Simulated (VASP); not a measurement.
# CdSe (P6_3mc) in VASP: further runs

CdSe is run at these levels: PBE; tasks: single point.

All numbers are computed with VASP 6.6.1; they aren't measurements. Logs are shortened: lines on timing, memory, paths and dates and some standing lists are left out, and cuts for length are marked.

## 1. The cell of the first run

It takes space group P6_3mc (No. 186, hexagonal). The conventional cell has a = 4.298 Å, b = 4.298 Å, c = 6.664 Å, α = 90.00°, β = 90.00°, γ = 120.00°. Within 3.3 Å of Cd (site symmetry 3m) lie 4 Se at 2.50 to 2.62 Å. Within 3.3 Å of Se (site symmetry 3m) lie 4 Cd at 2.50 to 2.62 Å.

## 2. Single point, PBE (strain +0.000 along x and y, -0.050 along z)

The input, INCAR:

```
SYSTEM = CdSe
PREC = Accurate ; ENCUT = 520
EDIFF = 1E-6 ; ISMEAR = 0
SIGMA = 0.05 ; LREAL = .False.
LASPH = .True. ; NELM = 60
ALGO = Normal ; ISIF = 2
LWAVE = .False. ; LCHARG = .False.
GGA = PE ; NBANDS = 26
```

The input, KPOINTS:

```
Automatic mesh
0
Gamma
  6 6 4
  0 0 0
```

The input, POSCAR:

```
CdSe
1.0
    4.2984999142      0.0000000000      0.0000000000
   -2.1492499571      3.7226101239      0.0000000000
    0.0000000000      0.0000000000      6.6644400000
Cd Se
2 2
Direct
    0.6666666667      0.3333333333      0.0000000000
    0.3333333333      0.6666666667      0.5000000000
    0.6666666667      0.3333333333      0.3750000000
    0.3333333333      0.6666666667      0.8750000000
```

Potentials or basis: VASP PAW PBE potentials, release 64 (Cd, Se).

On the command line:

```
cat potpaw_PBE.64/Cd/POTCAR potpaw_PBE.64/Se/POTCAR > POTCAR
mpirun -np 1 vasp_std > vasp.out
```

OUTCAR:

```text
SYSTEM = CdSe
   PREC = Accurate
   ENCUT = 520
   EDIFF = 1E-6
   ISMEAR = 0
   LREAL = .False.
   LASPH = .True.
   NELM = 60
   ISIF = 2
   GGA = PE

 ion  position               nearest neighbor table
   1  0.667  0.333  0.000-   3 2.50   4 2.62   4 2.62   4 2.62
   2  0.333  0.667  0.500-   4 2.50   3 2.62   3 2.62   3 2.62
   3  0.667  0.333  0.375-   1 2.50   2 2.62   2 2.62   2 2.62
   4  0.333  0.667  0.875-   2 2.50   1 2.62   1 2.62   1 2.62

  LATTYP: Found a hexagonal cell.
 ALAT       =     4.2984999142
 C/A-ratio  =     1.5504106393

  Lattice vectors:

 A1 = (   4.2984999142,   0.0000000000,   0.0000000000)
 A2 = (  -2.1492499571,   3.7226101239,   0.0000000000)
 A3 = (   0.0000000000,   0.0000000000,   6.6644400000)

Analysis of symmetry for initial positions (statically):
=====================================================================
 Subroutine PRICEL returns:
 Original cell was already a primitive cell.

 Routine SETGRP: Setting up the symmetry group for a
 hexagonal supercell.

 Subroutine GETGRP returns: Found 12 space group operations
 (whereof  6 operations were pure point group operations)
 out of a pool of 24 trial point group operations.

The static configuration has the point symmetry C_3v.
 The point group associated with its full space group is C_6v.

Analysis of symmetry for dynamics (positions and initial velocities):
=====================================================================
 Subroutine PRICEL returns:
 Original cell was already a primitive cell.

 Routine SETGRP: Setting up the symmetry group for a
 hexagonal supercell.

 Subroutine GETGRP returns: Found 12 space group operations
 (whereof  6 operations were pure point group operations)
 out of a pool of 24 trial point group operations.

The dynamic configuration has the point symmetry C_3v.
 The point group associated with its full space group is C_6v.

 Subroutine INISYM returns: Found 12 space group operations
 (whereof  6 operations are pure point group operations),
 and found     1 'primitive' translations

----------------------------------------------------------------------------------------

                                     Primitive cell

  volume of cell :     106.6420

  direct lattice vectors                    reciprocal lattice vectors
     4.298499914  0.000000000  0.000000000     0.232639297  0.134314361  0.000000000
    -2.149249957  3.722610124  0.000000000     0.000000000  0.268628722  0.000000000
     0.000000000  0.000000000  6.664440000     0.000000000  0.000000000  0.150050117

  length of vectors
     4.298499914  4.298499914  6.664440000     0.268628722  0.268628722  0.150050117

  position of ions in fractional coordinates (direct lattice)
     0.666666667  0.333333333  0.000000000
     0.333333333  0.666666667  0.500000000
     0.666666667  0.333333333  0.375000000
     0.333333333  0.666666667  0.875000000

  ion indices of the primitive-cell ions
   primitive index   ion index
                 1           1
                 2           2
                 3           3
                 4           4

----------------------------------------------------------------------------------------

 KPOINTS: Automatic mesh

Automatic generation of k-mesh.
 Grid dimensions read from file:
 generate k-points for:    6    6    4

 Generating k-lattice:

  Cartesian coordinates                     Fractional coordinates (reciprocal lattice)
     0.038773216  0.022385727  0.000000000     0.166666667  0.000000000  0.000000000
     0.000000000  0.044771454  0.000000000     0.000000000  0.166666667  0.000000000
     0.000000000  0.000000000  0.037512529     0.000000000  0.000000000  0.250000000

  Length of vectors
     0.044771454  0.044771454  0.037512529

  Shift w.r.t. Gamma in fractional coordinates (k-lattice)
     0.000000000  0.000000000  0.000000000

 Subroutine IBZKPT returns following result:
 ===========================================

 Found     21 irreducible k-points:

 Following reciprocal coordinates:
            Coordinates               Weight
  0.000000  0.000000  0.000000      1.000000
  0.166667  0.000000  0.000000      6.000000
  0.333333  0.000000  0.000000      6.000000
  0.500000  0.000000  0.000000      3.000000
  0.166667  0.166667  0.000000      6.000000
  0.333333  0.166667  0.000000     12.000000
[... 13 lines left out ...]
  0.333333  0.166667  0.500000     12.000000
  0.333333  0.333333  0.500000      2.000000
   k-points           NKPTS =     21   k-points in BZ     NKDIM =     21   number of bands    NBANDS=     26
   number of dos      NEDOS =    301   number of ions     NIONS =      4
   total plane-waves  NPLWV =  51200
   dimension x,y,z NGX =    32 NGY =   32 NGZ =   50
   dimension x,y,z NGXF=    64 NGYF=   64 NGZF=  100
   ions per type =               2   2
   NGX,Y,Z   is equivalent  to a cutoff of  12.38, 12.38, 12.47 a.u.
   NGXF,Y,Z  is equivalent  to a cutoff of  24.75, 24.75, 24.95 a.u.
 SYSTEM =  CdSe
   PREC   = accura    normal or accurate (medium, high low for compatibility)
   ISTART =      0    job   : 0-new  1-cont  2-samecut
   ICHARG =      2    charge: 1-file 2-atom 10-const
   ISPIN  =      1    spin polarized calculation?
   LNONCOLLINEAR =      F non collinear calculations
   LSORBIT =      F    spin-orbit coupling
   LASPH  =      T    aspherical Exc in radial PAW
   ENCUT  =  520.0 eV  38.22 Ry    6.18 a.u.   7.99  7.99 12.39*2*pi/ulx,y,z
   NELM   =     60;   NELMIN=  2; NELMDL= -5     # of ELM steps
   EDIFF  = 0.1E-05   stopping-criterion for ELM
   LREAL  =      F    real-space projection
   EDIFFG = 0.1E-04   stopping-criterion for IOM
   NSW    =      0    number of steps for IOM
   IBRION =     -1    ionic relax: 0-MD 1-quasi-New 2-CG
   NFREE  =      0    steps in history (QN), initial steepest desc. (CG)
   ISIF   =      2    stress and relaxation
   ISYM   =      2    0-nonsym 1-usesym 2-fastsym
   POTIM  = 0.5000    time-step for ionic-motion
   TEBEG  =    0.0;   TEEND  =   0.0 temperature during run
   PSTRESS=    0.0 pullay stress
   NELECT =      36.0000    total number of electrons
   NUPDOWN=      -1.0000    fix difference up-down
   EMIN   =  10.00;   EMAX   =-10.00  energy-range for DOS
   EFERMI =   0.00;   METHOD = LEGACY
   ISMEAR =     0;   SIGMA  =   0.05  broadening in eV -4-tet -1-fermi 0-gaus
   EFERMI_NEDOS =   21; number of points for ismear=-14 and -15
   IALGO  =     38    algorithm
   IMIX   =      4    mixing-type and parameters
     AMIX     =   0.40;   BMIX     =  1.00
     AMIX_MAG =   1.60;   BMIX_MAG =  1.00
  volume/ion in A,a.u.               =      26.66       179.91
  Fermi-wavevector in a.u.,A,eV,Ry     =   1.139899  2.154096 17.678991  1.299369
  Thomas-Fermi vector in A             =   2.276602
   LORBIT       =      0    0 simple, 1 ext, 2 COOP (PROOUT), +10 PAW based schemes
   GGA     = PE    functional components
   LHFCALC =     F    Hartree Fock is set to
   AEXX    =    0.0000 exact exchange contribution
   IVDW    =     0    specifies the selected vdW correction
   LEPSILON=     F    determine dielectric tensor
   LRPA    =     F    only Hartree local field effects (RPA)
 non-spin polarized calculation
 Gauss-broadening in eV      SIGMA  =   0.05
  energy-cutoff  :      520.00
  volume of cell :      106.64
 maximum number of plane-waves:      2904
 NGX is ok and might be reduce to    32
   NGX = 15   NGY = 15   NGZ = 25

 number of electron      35.9999998 magnetization

 Free energy of the ion-electron system (eV)
  ---------------------------------------------------
  ext. energy  EPLUGINS =         0.00000000
  ---------------------------------------------------
  free energy    TOTEN  =       -10.66430994 eV

  energy without entropy =      -10.66430994  energy(sigma->0) =      -10.66430994

 E-fermi :   1.6286     XC(G=0):  -9.1214

 val. band max:        1.4033446824   @ k =   0.0000   0.0000   0.0000
 cond. band min:       2.1917892047   @ k =   0.0000   0.0000   0.0000
 fundamental gap:      0.7884445223
 Fermi energy:         1.6285529607

 k-point     1 :       0.0000    0.0000    0.0000
  band No.  band energies     occupation
      1     -11.5406      2.00000
      2     -11.0638      2.00000
      3      -6.7841      2.00000
      4      -6.7085      2.00000
      5      -6.7085      2.00000
      6      -6.6086      2.00000
[... 18 lines left out ...]
     25       8.4003      0.00000
     26       9.6313      0.00000

 k-point     2 :       0.1667    0.0000    0.0000
  band No.  band energies     occupation
      1     -11.4528      2.00000
      2     -11.0332      2.00000
      3      -6.7523      2.00000
      4      -6.6828      2.00000
      5      -6.6493      2.00000
      6      -6.5783      2.00000
[... 18 lines left out ...]
     25       8.9130      0.00000
     26       9.0544      0.00000

 k-point     3 :       0.3333    0.0000    0.0000
  band No.  band energies     occupation
      1     -11.2584      2.00000
      2     -10.9870      2.00000
      3      -6.6946      2.00000
      4      -6.6457      2.00000
      5      -6.5483      2.00000
      6      -6.4784      2.00000
[... 18 lines left out ...]
     25       9.5202      0.00000
     26      10.0117      0.00000

 k-point     4 :       0.5000    0.0000    0.0000
  band No.  band energies     occupation
      1     -11.1382      2.00000
      2     -10.9853      2.00000
      3      -6.6730      2.00000
      4      -6.6352      2.00000
      5      -6.4849      2.00000
      6      -6.4827      2.00000
[... 18 lines left out ...]
     25       9.7288      0.00000
     26      11.1298      0.00000

 k-point     5 :       0.1667    0.1667    0.0000
  band No.  band energies     occupation
      1     -11.3108      2.00000
      2     -10.9957      2.00000
      3      -6.7000      2.00000
      4      -6.6632      2.00000
      5      -6.5452      2.00000
      6      -6.5408      2.00000
[... 18 lines left out ...]
     25       9.5851      0.00000
     26       9.7482      0.00000

 k-point     6 :       0.3333    0.1667    0.0000
  band No.  band energies     occupation
      1     -11.1400      2.00000
      2     -10.9852      2.00000
      3      -6.6629      2.00000
      4      -6.6396      2.00000
      5      -6.5118      2.00000
      6      -6.4523      2.00000
[... 340 lines left out ...]
 k-point    18 :       0.5000    0.0000    0.5000
  band No.  band energies     occupation
      1     -11.0475      2.00000
      2     -11.0475      2.00000
      3      -6.6498      2.00000
      4      -6.6498      2.00000
      5      -6.5333      2.00000
      6      -6.5333      2.00000
[... 18 lines left out ...]
     25       9.3689      0.00000
     26       9.3689      0.00000

 k-point    19 :       0.1667    0.1667    0.5000
  band No.  band energies     occupation
      1     -11.1419      2.00000
      2     -11.1419      2.00000
      3      -6.6415      2.00000
      4      -6.6415      2.00000
      5      -6.5831      2.00000
      6      -6.5831      2.00000
[... 18 lines left out ...]
     25       8.8860      0.00000
     26       8.8860      0.00000

 k-point    20 :       0.3333    0.1667    0.5000
  band No.  band energies     occupation
      1     -11.0483      2.00000
      2     -11.0483      2.00000
      3      -6.6330      2.00000
      4      -6.6330      2.00000
      5      -6.5417      2.00000
      6      -6.5417      2.00000
[... 18 lines left out ...]
     25       9.3751      0.00000
     26       9.3751      0.00000

 k-point    21 :       0.3333    0.3333    0.5000
  band No.  band energies     occupation
      1     -11.0179      2.00000
      2     -11.0179      2.00000
      3      -6.6166      2.00000
      4      -6.6166      2.00000
      5      -6.5389      2.00000
      6      -6.5389      2.00000
[... 18 lines left out ...]
     25      10.1663      0.00000
     26      10.1664      0.00000

------------------------ aborting loop because EDIFF is reached ----------------------------------------

  FORCE on cell =-STRESS in cart. coord.  units (eV):
  Direction    XX          YY          ZZ          XY          YZ          ZX
  --------------------------------------------------------------------------------------
  -------------------------------------------------------------------------------------
  Total        3.1658809      3.1658809      7.8237150      0.0000000      0.0000000      0.0000000
  in kB       47.5638520     47.5638520    117.5426465      0.0000000      0.0000000      0.0000000
  external PRESSURE =      70.8901169 kB  Pullay stress =       0.0000000 kB

 VOLUME and BASIS-vectors are now :
 -----------------------------------------------------------------------------
  energy-cutoff  :      520.00
  volume of cell :      106.64
      direct lattice vectors                 reciprocal lattice vectors
     4.298499914  0.000000000  0.000000000     0.232639297  0.134314361  0.000000000
    -2.149249957  3.722610124  0.000000000     0.000000000  0.268628722  0.000000000
     0.000000000  0.000000000  6.664440000     0.000000000  0.000000000  0.150050117

 POSITION                                       TOTAL-FORCE (eV/Angst)
 -----------------------------------------------------------------------------------
      2.14925      1.24087      0.00000         0.000000      0.000000     -0.665434
     -0.00000      2.48174      3.33222        -0.000000     -0.000000     -0.665434
      2.14925      1.24087      2.49917        -0.000000      0.000000      0.665434
     -0.00000      2.48174      5.83139         0.000000      0.000000      0.665434
 -----------------------------------------------------------------------------------
    total drift:                               -0.000000     -0.000000      0.000163

  FREE ENERGIE OF THE ION-ELECTRON SYSTEM (eV)
  ---------------------------------------------------
  free  energy   TOTEN  =       -10.6643099417 eV

  energy  without entropy=      -10.6643099417  energy(sigma->0) =      -10.66430994
```

Run time: 1.7 min. Hardware: 1 thread of Intel Xeon 8259CL, shared host; peak memory 0.24 GiB.

What came out:

```
Free energy            : -10.6643 eV
Pressure               : 7.1 GPa
Largest force          : 0.665 eV/Å
Band gap on the k mesh : 0.79 eV
```

Forces in eV/Å, atoms in the order of the input:
```
Cd   0.000  0.000 -0.665
Cd   0.000  0.000 -0.665
Se   0.000  0.000  0.665
Se   0.000  0.000  0.665
```

Levels at points of the mesh, in eV from the valence-band top:
```csv
k point,band 16,band 17,band 18,band 19,band 20,band 21
"(0.00, 0.00, 0.00)",-0.06,-0.06,0.00,0.79,1.99,5.63
"(0.50, 0.00, 0.00)",-2.20,-1.51,-0.80,3.11,3.37,4.92
"(0.00, 0.00, 0.50)",-0.58,-0.58,-0.58,2.40,2.40,6.06
"(0.50, 0.00, 0.50)",-1.56,-1.38,-1.38,3.00,3.00,4.95
```

Caveat: the cell differs from its parent crystal (strain +0.000 along x and y, -0.050 along z); the stress differs along the axes, from 5 to 12 GPa; semilocal functionals underestimate gaps, and a narrow one can read as zero.

## 3. Single point, PBE (strain -0.025 along x and y, +0.000 along z)

The input, INCAR:

```
SYSTEM = CdSe
  PREC = Accurate
  ENCUT = 520
  EDIFF = 1E-7
  ISMEAR = 0
  SIGMA = 0.05
  LREAL = .FALSE.
  LASPH = .TRUE.
  NELM = 80
  ALGO = Normal
  ISIF = 2
  LWAVE = .FALSE.
  LCHARG = .FALSE.
  GGA = PE
  NBANDS = 26
```

The input, KPOINTS:

```
Automatic mesh
0
G
  6 6 4
  0 0 0
```

The input, POSCAR:

```
CdSe
1.0
    4.1910374164      0.0000000000      0.0000000000
   -2.0955187082      3.6295448708      0.0000000000
    0.0000000000      0.0000000000      7.0152000000
Cd Se
2 2
Direct
    0.6666666667      0.3333333333      0.0000000000
    0.3333333333      0.6666666667      0.5000000000
    0.6666666667      0.3333333333      0.3750000000
    0.3333333333      0.6666666667      0.8750000000
```

Potentials or basis: VASP PAW PBE potentials, release 64 (Cd, Se).

On the command line:

```
cat potpaw_PBE.64/Cd/POTCAR potpaw_PBE.64/Se/POTCAR > POTCAR
mpirun -np 1 vasp_std > vasp.out
```

It took 1.7 min on 1 thread of Intel Xeon 8259CL, shared host; peak memory 0.24 GiB.

The run converged. Its results:

```
Free energy            : -10.7338 eV
Pressure               : 6.7 GPa
Largest force          : 0.238 eV/Å
Band gap on the k mesh : 0.74 eV
```

Forces in eV/Å, atoms in the order of the input:
```
Cd   0.000  0.000  0.238
Cd   0.000  0.000  0.238
Se   0.000  0.000 -0.238
Se   0.000  0.000 -0.238
```

Stress tensor (GPa, compression positive):
```
7.64 0.00 0.00
0.00 7.64 0.00
0.00 0.00 4.95
```

Levels at points of the mesh, in eV from the valence-band top:
```tsv
k point	band 14	band 15	band 16	band 17	band 18	band 19	band 20	band 21	band 22	band 23
(0.00, 0.00, 0.00)	-0.78	-0.78	-0.15	0.00	0.00	0.74	2.37	5.88	5.93	5.93
(0.50, 0.00, 0.00)	-3.96	-2.93	-2.01	-1.52	-0.88	3.24	3.38	4.62	6.12	6.48
(0.00, 0.00, 0.50)	-2.89	-0.41	-0.41	-0.41	-0.41	2.49	2.49	5.82	5.82	6.34
(0.50, 0.00, 0.50)	-4.54	-1.59	-1.59	-1.48	-1.48	2.88	2.88	4.80	4.80	7.83
```

Caveat: the cell differs from its parent crystal (strain -0.025 along x and y, +0.000 along z); the cell stands under pressure; semilocal functionals underestimate gaps, and a narrow one can read as zero.
